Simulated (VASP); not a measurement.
Here is a VASP 6.6.1 calculation.

Contents of INCAR:

```
PREC = Accurate
ENCUT = 750
EDIFF = 1E-6
ISMEAR = 0
SIGMA = 0.01
LREAL = False
LASPH = True
NELM = 120
ALGO = Normal
ISIF = 2
LWAVE = False
LCHARG = False
GGA = PE
NBANDS = 12
GGA_COMPAT = False
```

Contents of KPOINTS:

```
regular mesh
0
Gamma
  4 4 4
```

The input POSCAR:

```
LiCl
1.0
    0.0546608507      2.7877033875      2.7877033875
    2.7877033875      0.0546608507      2.7877033875
    2.7877033875      2.7877033875      0.0546608507
Li Cl
1 1
Direct
    0.0017447048      0.0017447048      0.0017447048
    0.2482552952      0.2482552952      0.2482552952
```

Potentials or basis: VASP PAW PBE potentials, release 64 (Li_sv, Cl).

Launch:

```console
$ cat potpaw_PBE.64/Li_sv/POTCAR potpaw_PBE.64/Cl/POTCAR > POTCAR
$ mpirun -np 1 vasp_std > vasp.out
```

Task: What does it give for the largest force?

Result: 0.003 eV/Å.

Task: Predict the pressure.

Result: -0.1 GPa.

Task: Predict the band gap on the k mesh.

Result: 5.90 eV, direct.

Stress tensor (GPa, compression positive):
```
-0.12 -0.28 -0.28
-0.28 -0.12 -0.28
-0.28 -0.28 -0.12
```

Caveat: the k points lie up to 0.50 Å⁻¹ apart; the cell differs from its parent crystal (strain along [111] +3.0%).
